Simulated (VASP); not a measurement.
A run of VASP 6.6.1 is set up as follows.

The input INCAR:

```
PREC     = Accurate       # precision mode
ENCUT    = 520            # plane-wave cutoff, eV
EDIFF    = 1E-7           # SCF threshold, eV
ISMEAR   = -1             # smearing method
SIGMA    = 0.05           # smearing width, eV
LREAL    = Auto         
LASPH    = T              # aspherical terms in the spheres
NELM     = 100            # most SCF steps
ALGO     = Normal         # electronic algorithm
ISIF     = 2              # what is computed and relaxed
LWAVE    = F              # write WAVECAR
LCHARG   = F              # write CHGCAR
GGA      = PS             # functional
NBANDS   = 186            # bands
ISYM     = 0
```

The input KPOINTS:

```
Automatic mesh
0
Gamma
  1 1 1
  0.25 0.25 0.25
```

File POSCAR:

```
BaZrO3
1.0
    8.3619610000      0.0000000000      0.0000000000
    0.0000000000      8.3619610000      0.0000000000
    0.0000000000      0.0000000000      8.3619610000
Ba Zr O
8 8 24
Direct
    0.0000000000      0.0000000000      0.0000000000
    0.0000000000      0.0000000000      0.5000000000
    0.0000000000      0.5000000000      0.0000000000
    0.0000000000      0.5000000000      0.5000000000
    0.5000000000      0.0000000000      0.0000000000
    0.5000000000      0.0000000000      0.5000000000
    0.5000000000      0.5000000000      0.0000000000
    0.5000000000      0.5000000000      0.5000000000
    0.2500000000      0.2500000000      0.2500000000
    0.2500000000      0.2500000000      0.7500000000
    0.2500000000      0.7500000000      0.2500000000
    0.2500000000      0.7500000000      0.7500000000
    0.7500000000      0.2500000000      0.2500000000
    0.7500000000      0.2500000000      0.7500000000
    0.7500000000      0.7500000000      0.2500000000
    0.7500000000      0.7500000000      0.7500000000
    0.2500000000      0.2500000000      0.0000000000
    0.2500000000      0.2500000000      0.5000000000
    0.2500000000      0.7500000000      0.0000000000
    0.2500000000      0.7500000000      0.5000000000
    0.7500000000      0.2500000000      0.0000000000
    0.7500000000      0.2500000000      0.5000000000
    0.7500000000      0.7500000000      0.0000000000
    0.7500000000      0.7500000000      0.5000000000
    0.0000000000      0.2500000000      0.2500000000
    0.0000000000      0.2500000000      0.7500000000
    0.0000000000      0.7500000000      0.2500000000
    0.0000000000      0.7500000000      0.7500000000
    0.5000000000      0.2500000000      0.2500000000
    0.5000000000      0.2500000000      0.7500000000
    0.5000000000      0.7500000000      0.2500000000
    0.5000000000      0.7500000000      0.7500000000
    0.2500000000      0.0000000000      0.2500000000
    0.2500000000      0.0000000000      0.7500000000
    0.2500000000      0.5000000000      0.2500000000
    0.2500000000      0.5000000000      0.7500000000
    0.7500000000      0.0000000000      0.2500000000
    0.7500000000      0.0000000000      0.7500000000
    0.7500000000      0.5000000000      0.2500000000
    0.7500000000      0.5000000000      0.7500000000
```

Potentials or basis: VASP PAW PBE potentials, release 64 (Ba_sv, Zr_sv, O).

Launch:

```sh
$ cat potpaw_PBE.64/Ba_sv/POTCAR potpaw_PBE.64/Zr_sv/POTCAR potpaw_PBE.64/O/POTCAR > POTCAR
$ mpirun -np 1 vasp_std > vasp.out
```

(1) What does it give for the pressure?

(2) Estimate the band gap on the k mesh.

## Answers

(1) 1.1 GPa.

(2) 3.96 eV.

Caveat: the PAW data sets were made with another functional, which shifts forces and pressure a little; spin-orbit coupling is left out, which moves the levels of the heavy elements; a shifted mesh leaves out Γ, where band edges can lie.
